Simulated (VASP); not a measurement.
Wanted: the native input for a VASP 6.6.1 run.

```yaml
Task: single point
Functional: PBE
Potentials_or_basis: VASP PAW PBE potentials, release 64 (Cu)
Cutoff: 520 eV
k_mesh: 24 × 24 × 12
Occupations: gaussian, width 0.1 eV
Spin: no spin polarisation
Dipole_correction: no
Further_INCAR_settings: ALGO = Fast; EDIFF = 1e-06; NBANDS = 18
```

The structure of Cu lies in POSCAR:

```
Cu
1.0
    2.6707307877      0.0000000000      0.0000000000
   -1.3353653938      2.3129207088      0.0000000000
    0.0000000000      0.0000000000      4.0874740539
Cu
2
Direct
    0.3333333333      0.6666666667      0.2500000000
    0.6666666667      0.3333333333      0.7500000000
```

This cell differs from its parent crystal: biaxial strain in the a-b plane: +4.0 %, then relaxed in part.

These files were run (other wordings do the same):

INCAR

```
ALGO = Fast
EDIFF = 1E-6
ENCUT = 520
GGA = PE
ISIF = 2
ISMEAR = 0
LASPH = T
LCHARG = F
LREAL = F
LWAVE = F
NBANDS = 18
NELM = 100
PREC = Accurate
SIGMA = 0.1
```

KPOINTS

```
k-points
0
Gamma
  24 24 12
```

Potentials or basis: VASP PAW PBE potentials, release 64 (Cu).

The run is started by

```sh
$ cat potpaw_PBE.64/Cu/POTCAR > POTCAR
$ mpirun -np 1 vasp_std > vasp.out
```

Results of the run:

* Pressure: -4.8 GPa
* Band gap on the k mesh: zero (band 11 reaches 10.38 eV, above the bottom of band 12 at 4.94 eV)

Caveat: the cell differs from its parent crystal (biaxial strain in the a-b plane: +4.0 %, then relaxed in part).

It took 79 s on 1 thread of Intel(R) Xeon(R) 6975P-C (Granite Rapids), on a shared host, peak memory 0.25 GiB.
